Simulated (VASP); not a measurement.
A run of VASP 6.6.1 is set up as follows.

The input INCAR:

```
SYSTEM = Nb
PREC = Accurate ; ENCUT = 520
EDIFF = 1E-7 ; ISMEAR = -1
SIGMA = 0.1 ; LREAL = .FALSE.
LASPH = .TRUE. ; NELM = 80
ALGO = Normal ; ISIF = 2
LWAVE = .FALSE. ; LCHARG = .FALSE.
GGA = PE ; NBANDS = 34
```

The input KPOINTS:

```
regular mesh
0
G
  17 17 4
  0 0 0
```

POSCAR

```
Nb
1.0
    2.9764109352      0.0000000000      0.0000000000
   -1.4882054676      2.5776474819      0.0000000000
    0.0000000000      0.0000000000     10.9132355045
Nb
4
Direct
    1.0000000000      1.0000000000      1.0000000000
    1.0000000000      1.0000000000      0.5000000000
    0.3333333333      0.6666666667      0.2500000000
    0.6666666667      0.3333333333      0.7500000000
```

Potentials or basis: VASP PAW PBE potentials, release 64 (Nb_sv).

Command:

```console
$ cat potpaw_PBE.64/Nb_sv/POTCAR > POTCAR
$ mpirun -np 1 vasp_std > vasp.out
```

Task: Estimate the pressure.

Result: -14.9 GPa.

Task: Predict the band gap on the k mesh.

Result: Zero (bands 26 and 27 overlap by 1.11 eV).

Stress tensor (GPa, compression positive):
```
-15.27   0.00   0.00
  0.00 -15.27   0.00
  0.00   0.00 -14.24
```

Caveat: the cell stands under tension.
